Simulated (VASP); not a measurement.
Input of a VASP 6.6.1 run:

File INCAR:

```
SYSTEM = NaC64
  PREC = Accurate
  ENCUT = 520
  EDIFF = 1E-6
  ISMEAR = -1
  SIGMA = 0.05
  LREAL = Auto
  LASPH = .True.
  NELM = 200
  ALGO = Normal
  ISIF = 2
  LWAVE = .False.
  LCHARG = .False.
  ISPIN = 2
  MAGMOM = 0 0 0 0 0 0 0 0.091 0 0 0 0 0 0 0 0 0 0.091 0 0 0 0 0 0 0.091 0.091 0 0 0 0 0 0 0 0 0.091 0 0 0 0 0 0.091 0 0.091 0 0 0 0 0 0 0 0 0 0.091 0 0 0 0.091 0 0 0 0.091 0 0 0 0.091
  LORBIT = 11
  GGA = PS
  ISYM = 0
  NBANDS = 174
  GGA_COMPAT = .False.
```

KPOINTS

```
Automatic mesh
0
Gamma
  1 1 1
  0.25 0.25 0.25
```

File POSCAR:

```
NaC64
1.0
    7.1076060000      0.0000000000      0.0000000000
    0.0000000000      7.1076060000      0.0000000000
    0.0000000000      0.0000000000      7.1076060000
C Na
64 1
Direct
    0.0002360000      0.0008660000      0.0003300000
    0.9988470000      0.9999340000      0.5006090000
    0.9976750000      0.5005120000      0.9998400000
    0.9924260000      0.5049100000      0.5022710000
    0.5005670000      0.9966790000      0.9952090000
    0.5042160000      0.9946790000      0.4958150000
    0.5005030000      0.5010490000      0.9955260000
    0.5090370000      0.5122520000      0.5105990000
    0.1265460000      0.1260620000      0.1264260000
    0.1136990000      0.1231060000      0.6355640000
    0.1207620000      0.6304870000      0.1210860000
    0.1235930000      0.6274420000      0.6258090000
    0.6353140000      0.1171320000      0.1142420000
    0.6232870000      0.1257950000      0.6228070000
    0.6250470000      0.6241600000      0.1244080000
    0.6284260000      0.6301260000      0.6286820000
    0.2482760000      0.2492060000      0.9967640000
    0.2131490000      0.2609630000      0.5343150000
    0.2495350000      0.7510270000      0.9972050000
    0.2487310000      0.7534300000      0.5002410000
    0.7520740000      0.2490240000      0.9966850000
    0.7523950000      0.2492340000      0.5005190000
    0.7498010000      0.7498600000      0.9992250000
    0.7519700000      0.7507270000      0.4993670000
    0.3764000000      0.3741530000      0.1089020000
    0.3671130000      0.3783170000      0.6430690000
    0.3746980000      0.8720600000      0.1198870000
    0.3745640000      0.8772890000      0.6236930000
    0.8752910000      0.3749570000      0.1241460000
    0.8723300000      0.3761500000      0.6281980000
    0.8769080000      0.8746860000      0.1248300000
    0.8745460000      0.8760090000      0.6244110000
    0.2527470000      0.9951610000      0.2453990000
    0.2483430000      0.9999720000      0.7498370000
    0.2386060000      0.5122540000      0.2402110000
    0.2468420000      0.5047660000      0.7564730000
    0.7536780000      0.9965520000      0.2481930000
    0.7487810000      0.0008200000      0.7487070000
    0.7532520000      0.5010400000      0.2484980000
    0.7490660000      0.5005480000      0.7513150000
    0.3979300000      0.0946600000      0.3521640000
    0.3744240000      0.1233200000      0.8737540000
    0.3749900000      0.6353340000      0.3747230000
    0.3740560000      0.6283110000      0.8750820000
    0.8754340000      0.1233650000      0.3750960000
    0.8731660000      0.1257710000      0.8765550000
    0.8743720000      0.6286110000      0.3754600000
    0.8743100000      0.6253570000      0.8751290000
    0.9975260000      0.2494210000      0.2510520000
    0.9929670000      0.2493990000      0.7561290000
    0.9995120000      0.7524500000      0.2500380000
    0.9988810000      0.7515110000      0.7500640000
    0.5186930000      0.2291660000      0.2301270000
    0.4977430000      0.2492760000      0.7512600000
    0.5011810000      0.7508080000      0.2478210000
    0.4989780000      0.7524120000      0.7495570000
    0.1054570000      0.3781370000      0.3829500000
    0.1213140000      0.3760640000      0.8772020000
    0.1257420000      0.8773050000      0.3750960000
    0.1251710000      0.8760630000      0.8748560000
    0.6402920000      0.3747410000      0.3733140000
    0.6253180000      0.3748440000      0.8739310000
    0.6296900000      0.8718430000      0.3745990000
    0.6248100000      0.8746550000      0.8727470000
    0.3719570000      0.3540120000      0.3765260000
```

Potentials or basis: VASP PAW PBE potentials, release 64 (C, Na_pv).

Launch:

```console
$ cat potpaw_PBE.64/C/POTCAR potpaw_PBE.64/Na_pv/POTCAR > POTCAR
$ mpirun -np 1 vasp_std > vasp.out
```

(1) Estimate the pressure.

(2) Estimate the site moments.

(3) What does it give for the net moment?

## Answers

(1) 20.3 GPa.

(2) C +0.00, -0.01, +0.01, -0.00, +0.23, +0.22 (each value once); Na +0.01 μB.

(3) 0.97 μB per cell.

Caveat: the PAW data sets were made with another functional, which shifts forces and pressure a little.
